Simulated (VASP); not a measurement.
A run of VASP 6.6.1:

INCAR

```
ALGO = Fast ; EDIFF = 1E-6
EDIFFG = -0.001 ; ENCUT = 600
GGA = CA ; IBRION = 2
ISIF = 3 ; ISMEAR = -1
LASPH = T ; LCHARG = F
LREAL = F ; LWAVE = F
NELM = 100 ; NSW = 80
PREC = Accurate ; SIGMA = 0.15
```

File KPOINTS:

```
k-points
0
Gamma
  20 20 20
```

File POSCAR:

```
Pt
1.0
    0.0000000000      1.9468328700      1.9468328700
    1.9468328700      0.0000000000      1.9468328700
    1.9468328700      1.9468328700      0.0000000000
Pt
1
Direct
    0.0000000000      0.0000000000      0.0000000000
```

Potentials or basis: VASP PAW LDA potentials, release 64 (Pt).

The run is started by

```bash
$ cat potpaw_LDA.64/Pt/POTCAR > POTCAR
$ mpirun -np 1 vasp_std > vasp.out
```

Hardware: 1 thread of Intel(R) Xeon(R) Platinum 8559C (Emerald Rapids), with other jobs on the host.

Task: How long does it take, and how much memory?

Result: It took 110 s on 1 thread of Intel(R) Xeon(R) Platinum 8559C (Emerald Rapids), with other jobs on the host, peak memory 0.19 GiB. Counts: scf iterations 78, k points 256, ion steps 26.
